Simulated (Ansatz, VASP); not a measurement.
One calculation of As, two programs

```
As
1.0
     3.34800    0.00000    0.00000
    -1.67400    2.89945    0.00000
     0.00000    0.00000   28.57424
As
2
Direct
  0.33333 0.66667 0.46332
  0.66667 0.33333 0.53668
```

Alike in both runs: task single point; functional PBE; dispersion D3(BJ); k mesh 9 × 9 × 1; occupations gaussian, width 0.02 eV; no spin polarisation.

|  | VASP | Ansatz |
| --- | --- | --- |
| version | VASP 6.6.1 | Ansatz 0.2.0 |
| potentials or method | VASP PAW PBE potentials, release 64 (As), cutoff 520 eV | scalar-relativistic, plane waves, PAW |
| valence electrons in the cell | 10 | 30 |

VASP gave:

```
gap on the k mesh at the Fermi level (eV)  : none
rms of the force components (eV/Å)         : 0.867
work function, face that differs most (eV) : 4.37
```

Q: Which values does Ansatz return?

A: gap on the k mesh at the Fermi level (eV): none; rms of the force components (eV/Å): 0.872; work function, face that differs most (eV): 4.37.

Atom by atom the forces differ by 0.005 eV/Å (rms over components). A gap of «none» marks a metal or a gap that the smearing closes. VASP's potentials hold 10 valence electrons a cell and Ansatz's 30, so a difference there can come from the potentials and not from the codes.
